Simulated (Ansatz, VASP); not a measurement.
**One calculation of NbP, two programs**

```
Nb P
1.0
    -1.66918    1.66918    5.73202
     1.66918   -1.66918    5.73202
     1.66918    1.66918   -5.73202
Nb P
2 2
Direct
  0.74982 0.74982 0.00000
  0.49982 0.99982 0.50000
  0.33281 0.33281 0.00000
  0.08281 0.58281 0.50000
```

Alike in both runs: task single point; functional PBE; k mesh 8 × 8 × 8; occupations fermi-dirac, width 0.02 eV; no spin polarisation.

```csv
,VASP,Ansatz
version,VASP 6.6.1,Ansatz 0.2.0
potentials or method,"VASP PAW PBE potentials, release 64 (Nb_sv, P)","plane waves, PAW"
plane-wave cutoff (eV),520,420
valence electrons in the cell,36,36
```

|  | VASP | Ansatz | Ansatz less VASP |
| --- | --- | --- | --- |
| pressure (GPa) | 0.2 | 0.6 | +0.40 |
| traceless stress, the component that is largest in VASP (GPa) | -0.30 | -0.32 | -0.023 |
| rms of the force components (eV/Å) | 0.014 | 0.015 | +0.0007 |

Atom by atom the forces differ by 0.001 eV/Å (rms over components). With one functional, cell and mesh, what is left measures potentials, basis and numerics.
